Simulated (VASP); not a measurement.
# C (Cm) in VASP: single point with PBE

Aim: the single point of C with PBE.

All numbers are computed with VASP 6.6.1; they aren't measurements. Logs are shortened: lines on timing, memory, paths and dates and some standing lists are left out, and cuts for length are marked.

## Step 1: The cell of the first run

The structure is monoclinic, space group Cm (No. 8). Conventional cell: a = 4.368 Å, b = 2.522 Å, c = 8.237 Å, α = 90.00°, β = 90.00°, γ = 90.00°. C (site symmetry m) has 4 C at 1.34 to 1.62 Å within 1.8 Å. C (site symmetry m) has 4 C at 1.54 Å within 2.1 Å. Within 2.1 Å of C (site symmetry m) lie 4 C at 1.54 Å. Within 2.1 Å of C (site symmetry m) lie 4 C at 1.54 Å. C (site symmetry m) has 4 C at 1.34 to 1.62 Å within 1.8 Å. Within 2.1 Å of C (site symmetry m) lie 4 C at 1.54 Å. Within 2.1 Å of C (site symmetry m) lie 4 C at 1.54 to 1.62 Å. Within 2.1 Å of C (site symmetry m) lie 4 C at 1.54 Å.

## Step 2: Single point, PBE

INCAR reads:

```
PREC = Accurate ; ENCUT = 600
EDIFF = 1E-6 ; ISMEAR = 0
SIGMA = 0.05 ; LREAL = False
LASPH = True ; NELM = 120
ALGO = Normal ; ISIF = 2
LWAVE = False ; LCHARG = False
GGA = PE ; NBANDS = 26
GGA_COMPAT = False
```

KPOINTS reads:

```
regular mesh
0
Gamma
  12 12 4
```

POSCAR reads:

```
C
1.0
    2.5220988435      0.0000000000      0.0000000000
   -1.2610494217      2.1842016693      0.0000000000
    0.0000000000      0.0000000000      8.2371000000
C
8
Direct
    0.0000000000      0.0000000000      0.0937500000
    0.0000000000      0.0000000000      0.5937500000
    0.0000000000      0.0000000000      0.4062500000
    0.0000000000      0.0000000000      0.9062500000
    0.2901683835      0.5803367670      0.1481565719
    0.6666666667      0.3333333333      0.6562500000
    0.3333333333      0.6666666667      0.3437500000
    0.6666666667      0.3333333333      0.8437500000
```

Potentials or basis: VASP PAW PBE potentials, release 64 (C).

Command:

```sh
> cat potpaw_PBE.64/C/POTCAR > POTCAR
> mpirun -np 1 vasp_std > vasp.out
```

OUTCAR:

```text
PREC = Accurate
   ENCUT = 600
   EDIFF = 1E-6
   ISMEAR = 0
   LREAL = False
   LASPH = True
   NELM = 120
   ISIF = 2
   GGA = PE

 ion  position               nearest neighbor table
   1  0.000  0.000  0.094-   5 1.34   4 1.54   5 1.62   5 1.62
   2  0.000  0.000  0.594-   3 1.54   6 1.54   6 1.54   6 1.54
   3  0.000  0.000  0.406-   2 1.54   7 1.54   7 1.54   7 1.54
   4  0.000  0.000  0.906-   1 1.54   8 1.54   8 1.54   8 1.54
   5  0.290  0.580  0.148-   1 1.34   7 1.62   1 1.62   1 1.62
   6  0.667  0.333  0.656-   8 1.54   2 1.54   2 1.54   2 1.54
   7  0.333  0.667  0.344-   3 1.54   3 1.54   3 1.54   5 1.62
   8  0.667  0.333  0.844-   6 1.54   4 1.54   4 1.54   4 1.54

  LATTYP: Found a hexagonal cell.
 ALAT       =     2.5220988435
 C/A-ratio  =     3.2659703331

  Lattice vectors:

 A1 = (   2.5220988435,   0.0000000000,   0.0000000000)
 A2 = (  -1.2610494217,   2.1842016693,   0.0000000000)
 A3 = (   0.0000000000,   0.0000000000,   8.2371000000)

Analysis of symmetry for initial positions (statically):
=====================================================================
 Subroutine PRICEL returns:
 Original cell was already a primitive cell.

 Routine SETGRP: Setting up the symmetry group for a
 hexagonal supercell.

 Subroutine GETGRP returns: Found  2 space group operations
 (whereof  2 operations were pure point group operations)
 out of a pool of 24 trial point group operations.

The static configuration has the point symmetry C_1h.

Analysis of symmetry for dynamics (positions and initial velocities):
=====================================================================
 Subroutine PRICEL returns:
 Original cell was already a primitive cell.

 Routine SETGRP: Setting up the symmetry group for a
 hexagonal supercell.

 Subroutine GETGRP returns: Found  2 space group operations
 (whereof  2 operations were pure point group operations)
 out of a pool of 24 trial point group operations.

The dynamic configuration has the point symmetry C_1h.

 Subroutine INISYM returns: Found  2 space group operations
 (whereof  2 operations are pure point group operations),
 and found     1 'primitive' translations

----------------------------------------------------------------------------------------

                                     Primitive cell

  volume of cell :      45.3763

  direct lattice vectors                    reciprocal lattice vectors
     2.522098843  0.000000000  0.000000000     0.396495166  0.228916591  0.000000000
    -1.261049422  2.184201669  0.000000000     0.000000000  0.457833182  0.000000000
     0.000000000  0.000000000  8.237100000     0.000000000  0.000000000  0.121401950

  length of vectors
     2.522098843  2.522098843  8.237100000     0.457833182  0.457833182  0.121401950

  position of ions in fractional coordinates (direct lattice)
     0.000000000  0.000000000  0.093750000
     0.000000000  0.000000000  0.593750000
     0.000000000  0.000000000  0.406250000
     0.000000000  0.000000000  0.906250000
     0.290168384  0.580336767  0.148156572
     0.666666667  0.333333333  0.656250000
     0.333333333  0.666666667  0.343750000
     0.666666667  0.333333333  0.843750000

  ion indices of the primitive-cell ions
   primitive index   ion index
                 1           1
                 2           2
                 3           3
                 4           4
                 5           5
                 6           6
                 7           7
                 8           8

----------------------------------------------------------------------------------------

 KPOINTS: regular mesh

Automatic generation of k-mesh.
 Grid dimensions read from file:
 generate k-points for:   12   12    4

 Generating k-lattice:

  Cartesian coordinates                     Fractional coordinates (reciprocal lattice)
     0.033041264  0.019076383  0.000000000     0.083333333  0.000000000  0.000000000
     0.000000000  0.038152765  0.000000000     0.000000000  0.083333333  0.000000000
     0.000000000  0.000000000  0.030350487     0.000000000  0.000000000  0.250000000

  Length of vectors
     0.038152765  0.038152765  0.030350487

  Shift w.r.t. Gamma in fractional coordinates (k-lattice)
     0.000000000  0.000000000  0.000000000

 Subroutine IBZKPT returns following result:
 ===========================================

 Found    164 irreducible k-points:

 Following reciprocal coordinates:
            Coordinates               Weight
  0.000000  0.000000  0.000000      1.000000
  0.083333  0.000000  0.000000      4.000000
  0.000000  0.083333  0.000000      2.000000
  0.166667  0.000000  0.000000      4.000000
  0.000000  0.166667  0.000000      2.000000
  0.250000  0.000000  0.000000      4.000000
[... 16 lines left out ...]
 -0.083333  0.416667  0.000000      4.000000
 -0.416667  0.333333  0.000000      4.000000
 [... further k-points ...]
   k-points           NKPTS =    164   k-points in BZ     NKDIM =    164   number of bands    NBANDS=     26
   number of dos      NEDOS =    301   number of ions     NIONS =      8
   total plane-waves  NPLWV =  28000
   dimension x,y,z NGX =    20 NGY =   20 NGZ =   70
   dimension x,y,z NGXF=    40 NGYF=   40 NGZF=  140
   ions per type =               8
   NGX,Y,Z   is equivalent  to a cutoff of  13.18, 13.18, 14.13 a.u.
   NGXF,Y,Z  is equivalent  to a cutoff of  26.37, 26.37, 28.26 a.u.
 SYSTEM =  unknown system
   PREC   = accura    normal or accurate (medium, high low for compatibility)
   ISTART =      0    job   : 0-new  1-cont  2-samecut
   ICHARG =      2    charge: 1-file 2-atom 10-const
   ISPIN  =      1    spin polarized calculation?
   LNONCOLLINEAR =      F non collinear calculations
   LSORBIT =      F    spin-orbit coupling
   LASPH  =      T    aspherical Exc in radial PAW
   ENCUT  =  600.0 eV  44.10 Ry    6.64 a.u.   5.04  5.04 16.45*2*pi/ulx,y,z
   NELM   =    120;   NELMIN=  2; NELMDL= -5     # of ELM steps
   EDIFF  = 0.1E-05   stopping-criterion for ELM
   LREAL  =      F    real-space projection
   EDIFFG = 0.1E-04   stopping-criterion for IOM
   NSW    =      0    number of steps for IOM
   IBRION =     -1    ionic relax: 0-MD 1-quasi-New 2-CG
   NFREE  =      0    steps in history (QN), initial steepest desc. (CG)
   ISIF   =      2    stress and relaxation
   ISYM   =      2    0-nonsym 1-usesym 2-fastsym
   POTIM  = 0.5000    time-step for ionic-motion
   TEBEG  =    0.0;   TEEND  =   0.0 temperature during run
   PSTRESS=    0.0 pullay stress
   NELECT =      32.0000    total number of electrons
   NUPDOWN=      -1.0000    fix difference up-down
   EMIN   =  10.00;   EMAX   =-10.00  energy-range for DOS
   EFERMI =   0.00;   METHOD = LEGACY
   ISMEAR =     0;   SIGMA  =   0.05  broadening in eV -4-tet -1-fermi 0-gaus
   EFERMI_NEDOS =   21; number of points for ismear=-14 and -15
   IALGO  =     38    algorithm
   IMIX   =      4    mixing-type and parameters
     AMIX     =   0.40;   BMIX     =  1.00
     AMIX_MAG =   1.60;   BMIX_MAG =  1.00
  volume/ion in A,a.u.               =       5.67        38.28
  Fermi-wavevector in a.u.,A,eV,Ry     =   1.457186  2.753683 28.890503  2.123392
  Thomas-Fermi vector in A             =   2.574017
   LORBIT       =      0    0 simple, 1 ext, 2 COOP (PROOUT), +10 PAW based schemes
   GGA     = PE    functional components
   LHFCALC =     F    Hartree Fock is set to
   AEXX    =    0.0000 exact exchange contribution
   IVDW    =     0    specifies the selected vdW correction
   LEPSILON=     F    determine dielectric tensor
   LRPA    =     F    only Hartree local field effects (RPA)
 non-spin polarized calculation
 Gauss-broadening in eV      SIGMA  =   0.05
  energy-cutoff  :      600.00
  volume of cell :       45.38
 maximum number of plane-waves:      1534
   NGX = 11   NGY = 11   NGZ = 33

 number of electron      31.9999998 magnetization

 Free energy of the ion-electron system (eV)
  ---------------------------------------------------
  ext. energy  EPLUGINS =         0.00000000
  ---------------------------------------------------
  free energy    TOTEN  =       -71.73505866 eV

  energy without entropy =      -71.73505866  energy(sigma->0) =      -71.73505866

 E-fermi :  10.9103     XC(G=0): -13.2487

 val. band max:       10.6251976476   @ k =   0.0000   0.0000   0.0000
 cond. band min:      13.5055071928   @ k =   0.5000   0.0000   0.0000
 fundamental gap:      2.8803095451
 Fermi energy:        10.9102763588

 k-point     1 :       0.0000    0.0000    0.0000
  band No.  band energies     occupation
      1     -11.8118      2.00000
      2     -10.2016      2.00000
      3      -9.9522      2.00000
      4      -6.0539      2.00000
      5      -3.5692      2.00000
      6       3.0806      2.00000
[... 18 lines left out ...]
     25      18.0871      0.00000
     26      18.5035      0.00000

 k-point     2 :       0.0833    0.0000    0.0000
  band No.  band energies     occupation
      1     -11.6421      2.00000
      2     -10.0352      2.00000
      3      -9.7848      2.00000
      4      -5.9037      2.00000
      5      -3.4118      2.00000
      6       3.1560      2.00000
[... 18 lines left out ...]
     25      18.5324      0.00000
     26      18.8844      0.00000

 k-point     3 :       0.0000    0.0833    0.0000
  band No.  band energies     occupation
      1     -11.6422      2.00000
      2     -10.0355      2.00000
      3      -9.7843      2.00000
      4      -5.9042      2.00000
      5      -3.4092      2.00000
      6       3.1303      2.00000
[... 572 lines left out ...]
 k-point    23 :      -0.0833    0.4167    0.0000
  band No.  band energies     occupation
      1      -8.3362      2.00000
      2      -6.8221      2.00000
      3      -6.5429      2.00000
      4      -3.1861      2.00000
      5      -2.4770      2.00000
      6      -1.2728      2.00000
[... 18 lines left out ...]
     25      21.1916      0.00000
     26      21.7265      0.00000

 k-point    24 :      -0.4167    0.3333    0.0000
  band No.  band energies     occupation
      1      -8.3643      2.00000
      2      -6.8661      2.00000
      3      -6.5754      2.00000
      4      -3.1285      2.00000
      5      -2.2637      2.00000
      6      -0.9679      2.00000
[... 18 lines left out ...]
     25      21.2934      0.00000
     26      21.7471      0.00000

 [... further k-points ...]

------------------------ aborting loop because EDIFF is reached ----------------------------------------

  FORCE on cell =-STRESS in cart. coord.  units (eV):
  Direction    XX          YY          ZZ          XY          YZ          ZX
  --------------------------------------------------------------------------------------
  -------------------------------------------------------------------------------------
  Total       -0.4461303      3.0755117      3.3911649      0.0000000      1.4049845      0.0000000
  in kB      -15.7522682    108.5922386    119.7375347      0.0000000     49.6081388      0.0000000
  external PRESSURE =      70.8591684 kB  Pullay stress =       0.0000000 kB

 VOLUME and BASIS-vectors are now :
 -----------------------------------------------------------------------------
  energy-cutoff  :      600.00
  volume of cell :       45.38
      direct lattice vectors                 reciprocal lattice vectors
     2.522098843  0.000000000  0.000000000     0.396495166  0.228916591  0.000000000
    -1.261049422  2.184201669  0.000000000     0.000000000  0.457833182  0.000000000
     0.000000000  0.000000000  8.237100000     0.000000000  0.000000000  0.121401950

 POSITION                                       TOTAL-FORCE (eV/Angst)
 -----------------------------------------------------------------------------------
      0.00000      0.00000      0.77223        -0.000000     -8.321344     -3.233751
      0.00000      0.00000      4.89078        -0.000000     -0.131525     -0.289532
      0.00000      0.00000      3.34632        -0.000000     -0.000603     -0.045893
      0.00000      0.00000      7.46487        -0.000000     -0.116392     -0.038937
      0.00000      1.26757      1.22038         0.000000      9.650322      4.040799
      1.26105      0.72807      5.40560         0.000000      0.005419     -0.331533
     -0.00000      1.45613      2.83150        -0.000000     -1.146463     -0.371303
      1.26105      0.72807      6.95005         0.000000      0.060586      0.270150
 -----------------------------------------------------------------------------------
    total drift:                               -0.000000      0.000052     -0.000001

  FREE ENERGIE OF THE ION-ELECTRON SYSTEM (eV)
  ---------------------------------------------------
  free  energy   TOTEN  =       -71.7350586602 eV

  energy  without entropy=      -71.7350586602  energy(sigma->0) =      -71.73505866
```

It took 2.1 min on 1 thread of Oxide Virtual Turin-like, shared host; peak memory 0.24 GiB.

Results:

- Free energy: -71.7351 eV
- Pressure: 7.1 GPa
- Largest force: 10.462 eV/Å
- Band gap on the k mesh: 2.88 eV (least direct gap 3.14 eV)

Forces on the atoms (eV/Å):
```
C    0.000 -8.321 -3.234
C    0.000 -0.132 -0.290
C    0.000 -0.001 -0.046
C    0.000 -0.116 -0.039
C    0.000  9.650  4.041
C    0.000  0.005 -0.332
C    0.000 -1.146 -0.371
C    0.000  0.061  0.270
```

Stress tensor (GPa, compression positive):
```
-1.58  0.00  0.00
 0.00 10.86  4.96
 0.00  4.96 11.97
```

Caveat: the stress differs along the axes, from -2 to 12 GPa; forces of over 1 eV/Å act on the atoms, so gaps and moduli don't describe the material at rest. A k mesh can miss the band edges.
